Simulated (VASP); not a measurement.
Wanted: the native input for a VASP 6.6.1 run.

- Task: single point
- Functional: r2SCAN
- Potentials or basis: VASP PAW PBE potentials, release 64 (Al, N)
- Cutoff: 520 eV
- k mesh: 10 × 10 × 10
- Occupations: gaussian, width 0.01 eV
- Spin: no spin polarisation
- Dipole correction: no
- Further INCAR settings: ALGO = Normal; EDIFF = 1e-06; NBANDS = 11

Crystal: AlN.

```xyz
2
Lattice="2.1740 2.1740 0.0000 -2.1740 2.1740 0.0000 0.0000 2.1740 2.1915" Properties=species:S:1:pos:R:3 pbc="T T T"
Al    0.0000    0.0000    0.0000
N    -1.0870    3.2610    1.0957
```

This cell differs from its parent crystal: in-plane strain -0.005.

One way to write it, as run:

POSCAR

```
AlN
1.0
    2.1739753490      2.1739753490      0.0000000000
   -2.1739753490      2.1739753490      0.0000000000
    0.0000000000      2.1739753490      2.1914545478
Al N
1 1
Direct
    0.0000000000      0.0000000000      0.0000000000
    0.2500000000      0.7500000000      0.5000000000
```

INCAR.step1

```
PREC     = Accurate       # precision mode
ENCUT    = 520            # plane-wave cutoff, eV
ISMEAR   = 0              # smearing method
SIGMA    = 0.01           # smearing width, eV
LREAL    = F              # projectors in reciprocal space
LASPH    = T              # aspherical terms in the spheres
NELM     = 100            # most SCF steps
NBANDS   = 11             # bands
GGA      = PE             # functional
ALGO     = Normal         # electronic algorithm
EDIFF    = 1E-4           # SCF threshold, eV
LWAVE    = T              # write WAVECAR
LCHARG   = F              # write CHGCAR
```

INCAR.step2

```
PREC     = Accurate       # precision mode
ENCUT    = 520            # plane-wave cutoff, eV
EDIFF    = 1E-6           # SCF threshold, eV
ISMEAR   = 0              # smearing method
SIGMA    = 0.01           # smearing width, eV
LREAL    = F              # projectors in reciprocal space
LASPH    = T              # aspherical terms in the spheres
NELM     = 100            # most SCF steps
ALGO     = Normal         # electronic algorithm
ISIF     = 2              # what is computed and relaxed
LWAVE    = F              # write WAVECAR
LCHARG   = T              # write CHGCAR
METAGGA  = R2SCAN         # meta-GGA
LMIXTAU  = T            
LELF     = T              # ELF
LVHAR    = T            
NBANDS   = 11             # bands
ISTART   = 1
```

KPOINTS

```
Automatic mesh
0
Gamma
  10 10 10
```

Potentials or basis: VASP PAW PBE potentials, release 64 (Al, N).

Run with:

```bash
$ cat potpaw_PBE.64/Al/POTCAR potpaw_PBE.64/N/POTCAR > POTCAR
$ cp INCAR.step1 INCAR
$ mpirun -np 1 vasp_std > vasp.out
$ cp INCAR.step2 INCAR
$ mpirun -np 1 vasp_std > vasp.out
```

It gave:

```yaml
Pressure: 1.1 GPa
Band_gap_on_the_k_mesh: 3.92 eV, indirect (least direct gap 4.93 eV)
```

Caveat: the cell differs from its parent crystal (in-plane strain -0.005); the PAW data sets were made with another functional, which shifts forces and pressure a little.

Run time: 45 s on 1 thread of Intel Xeon 6975P-C, on a shared host, peak memory 0.15 GiB.
